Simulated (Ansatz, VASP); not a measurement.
## Rh: VASP beside Ansatz

File INCAR:

```
SYSTEM = Rh
ALGO = Fast
EDIFF = 1E-6
ENCUT = 520
GGA = PE
ISIF = 2
ISMEAR = 1
LASPH = .TRUE.
LCHARG = .FALSE.
LREAL = .FALSE.
LWAVE = .FALSE.
NBANDS = 14
NELM = 80
PREC = Accurate
SIGMA = 0.02
```

The input KPOINTS:

```
k-points
0
G
  22 22 22
  0 0 0
```

The input POSCAR:

```
Rh
1.0
    0.0000000000      1.9490887500      1.9015500000
    1.9490887500      0.0000000000      1.9015500000
    1.9490887500      1.9490887500      0.0000000000
Rh
1
Direct
    0.0000000000      0.0000000000      0.0000000000
```

Input for Ansatz:

```yaml
crystal:
  lattice:
    - [0.0, 1.94908875, 1.90155]
    - [1.94908875, 0.0, 1.90155]
    - [1.94908875, 1.94908875, 0.0]
  atoms:
    - { symbol: Rh, position: [0.0, 0.0, 0.0] }
basis:
  ecutwfc: 420
kpoints:
  mp_grid: { grid: [22, 22, 22] }
hamiltonian:
  xc: pbe
scf:
  occupations: { method: cold, width: 0.02 }
output:
  forces: true
  stress: true
  eigenvalues: true
```

Change from the starting cell: strain +0.025 along x and y, +0.000 along z, atoms carried along.

Alike in both runs: task single point; functional PBE; k mesh 22 × 22 × 22; no spin polarisation.

|  | VASP | Ansatz |
| --- | --- | --- |
| version | VASP 6.6.1 | Ansatz 0.2.0 |
| potentials or method | VASP PAW PBE potentials, release 64 (Rh_pv), cutoff 520 eV | scalar-relativistic, plane waves, PAW |
| occupations | methfessel-paxton of order 1, width 0.02 eV | cold, width 0.02 eV |
| valence electrons in the cell | 15 | 17 |

|  | VASP | Ansatz | Ansatz less VASP |
| --- | --- | --- | --- |
| gap on the k mesh at the Fermi level (eV) | none | none | - |
| pressure (GPa) | -6.8 | -6.7 | +0.02 |
| traceless stress, the component that is largest in VASP (GPa) | 3.31 | 3.31 | 0.000 |

A gap of «none» marks a metal or a gap that the smearing closes. VASP's potentials hold 15 valence electrons a cell and Ansatz's 17, so a difference there can come from the potentials and not from the codes.
